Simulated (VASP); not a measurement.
# TaN (WC type) (P-6m2) in VASP: further runs

The runs below take TaN (WC type) through single point, with PBE.

Program: VASP 6.6.1. These are calculated values, not measurements. Logs are shortened: lines on timing, memory, paths and dates and some standing lists are left out, and cuts for length are marked.

**1. The cell of the first run**

The structure is hexagonal, space group P-6m2 (No. 187). Conventional cell: a = 2.480 Å, b = 2.480 Å, c = 2.524 Å, α = 90.00°, β = 90.00°, γ = 120.00°. Within 2.5 Å of Ta (site symmetry -6m2) lie 6 N at 1.91 Å and 6 Ta at 2.48 Å. Within 2.5 Å of N (site symmetry -6m2) lie 6 Ta at 1.91 Å and 6 N at 2.48 Å.

**2. Single point, PBE**

INCAR

```
  ALGO = Normal
  EDIFF = 1E-7
  ENCUT = 520
  GGA = PE
  ISIF = 2
  ISMEAR = -1
  LASPH = True
  LCHARG = True
  LELF = True
  LREAL = False
  LVHAR = True
  LWAVE = False
  NBANDS = 15
  NELM = 100
  PREC = Accurate
  SIGMA = 0.1
```

KPOINTS

```
k-points
0
Gamma
  18 18 16
```

POSCAR

```
TaN
1.0
    2.4804859640      0.0000000000      0.0000000000
   -1.2402429820      2.1481638586      0.0000000000
    0.0000000000      0.0000000000      2.5238892724
Ta N
1 1
Direct
    0.0000000000      0.0000000000      0.0000000000
    0.3333333333      0.6666666667      0.5000000000
```

Potentials or basis: VASP PAW PBE potentials, release 64 (Ta_pv, N).

Launch:

```
$ cat potpaw_PBE.64/Ta_pv/POTCAR potpaw_PBE.64/N/POTCAR > POTCAR
$ mpirun -np 1 vasp_std > vasp.out
```

OUTCAR:

```text
EDIFF = 1E-7
   ENCUT = 520
   GGA = PE
   ISIF = 2
   ISMEAR = -1
   LASPH = True
   LREAL = False
   NELM = 100
   PREC = Accurate

 ion  position               nearest neighbor table
   1  0.000  0.000  0.000-   2 1.91   2 1.91   2 1.91   2 1.91   2 1.91   2 1.91
   2  0.333  0.667  0.500-   1 1.91   1 1.91   1 1.91   1 1.91   1 1.91   1 1.91

  LATTYP: Found a hexagonal cell.
 ALAT       =     2.4804859640
 C/A-ratio  =     1.0174979053

  Lattice vectors:

 A1 = (   2.4804859640,   0.0000000000,   0.0000000000)
 A2 = (  -1.2402429820,   2.1481638586,   0.0000000000)
 A3 = (   0.0000000000,   0.0000000000,   2.5238892724)

Analysis of symmetry for initial positions (statically):
=====================================================================
 Subroutine PRICEL returns:
 Original cell was already a primitive cell.

 Routine SETGRP: Setting up the symmetry group for a
 hexagonal supercell.

 Subroutine GETGRP returns: Found 12 space group operations
 (whereof 12 operations were pure point group operations)
 out of a pool of 24 trial point group operations.

The static configuration has the point symmetry D_3h.

Analysis of symmetry for dynamics (positions and initial velocities):
=====================================================================
 Subroutine PRICEL returns:
 Original cell was already a primitive cell.

 Routine SETGRP: Setting up the symmetry group for a
 hexagonal supercell.

 Subroutine GETGRP returns: Found 12 space group operations
 (whereof 12 operations were pure point group operations)
 out of a pool of 24 trial point group operations.

The dynamic configuration has the point symmetry D_3h.

 Subroutine INISYM returns: Found 12 space group operations
 (whereof 12 operations are pure point group operations),
 and found     1 'primitive' translations

----------------------------------------------------------------------------------------

                                     Primitive cell

  volume of cell :      13.4485

  direct lattice vectors                    reciprocal lattice vectors
     2.480485964  0.000000000  0.000000000     0.403146809  0.232756918  0.000000000
    -1.240242982  2.148163859  0.000000000     0.000000000  0.465513837  0.000000000
     0.000000000  0.000000000  2.523889272     0.000000000  0.000000000  0.396213895

  length of vectors
     2.480485964  2.480485964  2.523889272     0.465513837  0.465513837  0.396213895

  position of ions in fractional coordinates (direct lattice)
     0.000000000  0.000000000  0.000000000
     0.333333333  0.666666667  0.500000000

  ion indices of the primitive-cell ions
   primitive index   ion index
                 1           1
                 2           2

----------------------------------------------------------------------------------------

 KPOINTS: k-points

Automatic generation of k-mesh.
 Grid dimensions read from file:
 generate k-points for:   18   18   16

 Generating k-lattice:

  Cartesian coordinates                     Fractional coordinates (reciprocal lattice)
     0.022397045  0.012930940  0.000000000     0.055555556  0.000000000  0.000000000
     0.000000000  0.025861880  0.000000000     0.000000000  0.055555556  0.000000000
     0.000000000  0.000000000  0.024763368     0.000000000  0.000000000  0.062500000

  Length of vectors
     0.025861880  0.025861880  0.024763368

  Shift w.r.t. Gamma in fractional coordinates (k-lattice)
     0.000000000  0.000000000  0.000000000

 Subroutine IBZKPT returns following result:
 ===========================================

 Found    333 irreducible k-points:

 Following reciprocal coordinates:
            Coordinates               Weight
  0.000000  0.000000  0.000000      1.000000
  0.055556  0.000000  0.000000      6.000000
  0.111111  0.000000  0.000000      6.000000
  0.166667  0.000000  0.000000      6.000000
  0.222222  0.000000  0.000000      6.000000
  0.277778  0.000000  0.000000      6.000000
[... 16 lines left out ...]
  0.333333  0.111111  0.000000     12.000000
  0.388889  0.111111  0.000000     12.000000
 [... further k-points ...]
   k-points           NKPTS =    333   k-points in BZ     NKDIM =    333   number of bands    NBANDS=     15
   number of dos      NEDOS =    301   number of ions     NIONS =      2
   total plane-waves  NPLWV =   6480
   dimension x,y,z NGX =    18 NGY =   18 NGZ =   20
   dimension x,y,z NGXF=    36 NGYF=   36 NGZF=   40
   ions per type =               1   1
   NGX,Y,Z   is equivalent  to a cutoff of  12.06, 12.06, 13.17 a.u.
   NGXF,Y,Z  is equivalent  to a cutoff of  24.13, 24.13, 26.35 a.u.
 SYSTEM =  unknown system
   PREC   = accura    normal or accurate (medium, high low for compatibility)
   ISTART =      0    job   : 0-new  1-cont  2-samecut
   ICHARG =      2    charge: 1-file 2-atom 10-const
   ISPIN  =      1    spin polarized calculation?
   LNONCOLLINEAR =      F non collinear calculations
   LSORBIT =      F    spin-orbit coupling
   LASPH  =      T    aspherical Exc in radial PAW
   ENCUT  =  520.0 eV  38.22 Ry    6.18 a.u.   4.61  4.61  4.69*2*pi/ulx,y,z
   NELM   =    100;   NELMIN=  2; NELMDL= -5     # of ELM steps
   EDIFF  = 0.1E-06   stopping-criterion for ELM
   LREAL  =      F    real-space projection
   EDIFFG = 0.1E-05   stopping-criterion for IOM
   NSW    =      0    number of steps for IOM
   IBRION =     -1    ionic relax: 0-MD 1-quasi-New 2-CG
   NFREE  =      0    steps in history (QN), initial steepest desc. (CG)
   ISIF   =      2    stress and relaxation
   ISYM   =      2    0-nonsym 1-usesym 2-fastsym
   POTIM  = 0.5000    time-step for ionic-motion
   TEBEG  =    0.0;   TEEND  =   0.0 temperature during run
   PSTRESS=    0.0 pullay stress
   NELECT =      16.0000    total number of electrons
   NUPDOWN=      -1.0000    fix difference up-down
   EMIN   =  10.00;   EMAX   =-10.00  energy-range for DOS
   EFERMI =   0.00;   METHOD = LEGACY
   ISMEAR =    -1;   SIGMA  =   0.10  broadening in eV -4-tet -1-fermi 0-gaus
   EFERMI_NEDOS =   21; number of points for ismear=-14 and -15
   IALGO  =     38    algorithm
   IMIX   =      4    mixing-type and parameters
     AMIX     =   0.40;   BMIX     =  1.00
     AMIX_MAG =   1.60;   BMIX_MAG =  1.00
  volume/ion in A,a.u.               =       6.72        45.38
  Fermi-wavevector in a.u.,A,eV,Ry     =   1.734696  3.278100 40.942238  3.009170
  Thomas-Fermi vector in A             =   2.808443
   LORBIT       =      0    0 simple, 1 ext, 2 COOP (PROOUT), +10 PAW based schemes
   GGA     = PE    functional components
[... 5 lines left out ...]
 non-spin polarized calculation
  energy-cutoff  :      520.00
  volume of cell :       13.45
 maximum number of plane-waves:       387
   NGX =  9   NGY =  9   NGZ =  9

 number of electron      15.9999998 magnetization

 Free energy of the ion-electron system (eV)
  ---------------------------------------------------
  ext. energy  EPLUGINS =         0.00000000
  ---------------------------------------------------
  free energy    TOTEN  =       -14.50903740 eV

  energy without entropy =      -14.50176612  energy(sigma->0) =      -14.50540176

 E-fermi :  14.7897     XC(G=0): -16.1324

 val. band max:       14.7890775799   @ k =   0.4444   0.0556   0.3750
 cond. band min:      14.8865523948   @ k =   0.1111   0.0556   0.3750
 fundamental gap:      0.0974748149
 Fermi energy:        14.7897115132

 k-point     1 :       0.0000    0.0000    0.0000
  band No.  band energies     occupation
      1     -20.0769      2.00000
      2     -18.7734      2.00000
      3     -18.7734      2.00000
      4      -7.3682      2.00000
      5       6.8133      2.00000
      6       7.2907      2.00000
      7       7.2907      2.00000
      8      10.8972      2.00000
      9      19.9384      0.00000
     10      19.9384      0.00000
     11      20.1521      0.00000
     12      21.2261      0.00000
     13      21.2261      0.00000
     14      29.0290      0.00000
     15      32.9060      0.00000

 k-point     2 :       0.0556    0.0000    0.0000
  band No.  band energies     occupation
      1     -20.0519      2.00000
      2     -18.9765      2.00000
      3     -18.8098      2.00000
      4      -7.1917      2.00000
      5       6.7582      2.00000
      6       7.2993      2.00000
      7       7.4131      2.00000
      8      10.6623      2.00000
      9      19.4585      0.00000
     10      19.9442      0.00000
     11      20.8106      0.00000
     12      21.1405      0.00000
     13      21.3895      0.00000
     14      29.0291      0.00000
     15      32.6122      0.00000

 k-point     3 :       0.1111    0.0000    0.0000
  band No.  band energies     occupation
      1     -19.9793      2.00000
      2     -19.5273      2.00000
      3     -18.9131      2.00000
      4      -6.7148      2.00000
      5       6.2458      2.00000
      6       7.7344      2.00000
      7       7.7608      2.00000
      8      10.0332      2.00000
      9      18.7524      0.00000
     10      19.9853      0.00000
     11      20.9013      0.00000
     12      21.7793      0.00000
     13      22.0190      0.00000
     14      29.0301      0.00000
     15      32.0431      0.00000

 k-point     4 :       0.1667    0.0000    0.0000
  band No.  band energies     occupation
      1     -20.2926      2.00000
      2     -19.8663      2.00000
      3     -19.0679      2.00000
      4      -6.0522      2.00000
      5       5.4885      2.00000
      6       8.2756      2.00000
      7       8.4631      2.00000
      8       9.1714      2.00000
      9      17.9694      0.00000
     10      20.1282      0.00000
     11      20.5538      0.00000
     12      22.1789      0.00000
     13      23.5798      0.00000
     14      29.0330      0.00000
     15      31.5550      0.00000
[... 307 lines left out ...]
 k-point    22 :       0.2778    0.1111    0.0000
  band No.  band energies     occupation
      1     -22.6217      2.00000
      2     -19.9700      2.00000
      3     -19.3796      2.00000
      4      -3.5840      2.00000
      5       3.7284      2.00000
      6       6.4516      2.00000
      7       9.0828      2.00000
      8      10.2627      2.00000
      9      17.0921      0.00000
     10      17.9442      0.00000
     11      22.9498      0.00000
     12      24.0015      0.00000
     13      27.5180      0.00000
     14      29.0764      0.00000
     15      32.9406      0.00000

 k-point    23 :       0.3333    0.1111    0.0000
  band No.  band energies     occupation
      1     -23.0879      2.00000
      2     -20.1559      2.00000
      3     -19.2614      2.00000
      4      -3.0425      2.00000
      5       3.5059      2.00000
      6       5.9185      2.00000
      7       8.6161      2.00000
      8      10.5544      2.00000
      9      17.4753      0.00000
     10      18.1973      0.00000
     11      23.4046      0.00000
     12      24.0864      0.00000
     13      28.2914      0.00000
     14      29.0921      0.00000
     15      33.5469      0.00000

 k-point    24 :       0.3889    0.1111    0.0000
  band No.  band energies     occupation
      1     -23.3814      2.00000
      2     -20.2744      2.00000
      3     -19.1828      2.00000
      4      -2.6918      2.00000
      5       3.4320      2.00000
      6       5.5824      2.00000
      7       8.1529      2.00000
      8      10.7023      2.00000
      9      17.1821      0.00000
     10      19.6995      0.00000
     11      22.8790      0.00000
     12      24.1049      0.00000
     13      28.9950      0.00000
     14      29.5549      0.00000
     15      33.1639      0.00000

 [... further k-points ...]

------------------------ aborting loop because EDIFF is reached ----------------------------------------

  FORCE on cell =-STRESS in cart. coord.  units (eV):
  Direction    XX          YY          ZZ          XY          YZ          ZX
  --------------------------------------------------------------------------------------
  -------------------------------------------------------------------------------------
  Total       38.3809507     38.3809507     38.5343430      0.0000000      0.0000000      0.0000000
  in kB     4572.4801928   4572.4801930   4590.7544464      0.0000000      0.0000000      0.0000000
  external PRESSURE =    4578.5716107 kB  Pullay stress =       0.0000000 kB

 VOLUME and BASIS-vectors are now :
 -----------------------------------------------------------------------------
  energy-cutoff  :      520.00
  volume of cell :       13.45
      direct lattice vectors                 reciprocal lattice vectors
     2.480485964  0.000000000  0.000000000     0.403146809  0.232756918  0.000000000
    -1.240242982  2.148163859  0.000000000     0.000000000  0.465513837  0.000000000
     0.000000000  0.000000000  2.523889272     0.000000000  0.000000000  0.396213895

 POSITION                                       TOTAL-FORCE (eV/Angst)
 -----------------------------------------------------------------------------------
      0.00000      0.00000      0.00000        -0.000000     -0.000000      0.000000
     -0.00000      1.43211      1.26194         0.000000      0.000000      0.000000
 -----------------------------------------------------------------------------------
    total drift:                               -0.000000      0.000000     -0.000000

  FREE ENERGIE OF THE ION-ELECTRON SYSTEM (eV)
  ---------------------------------------------------
  free  energy   TOTEN  =       -14.5090374000 eV

  energy  without entropy=      -14.5017661169  energy(sigma->0) =      -14.50540176
```

Run time: 24 s. Hardware: 1 thread of Intel Xeon 6975P-C (Granite Rapids), shared host; peak memory 0.18 GiB.

Results:

```yaml
Free_energy: -14.5090 eV
Pressure: 457.9 GPa
Band_gap_on_the_k_mesh: zero (band 8 reaches 15.78 eV, above the bottom of band 9 at 13.45 eV)
```

Caveat: spin-orbit coupling is left out, which moves the levels of the heavy elements.

(Part 1 of 2 ends here.)
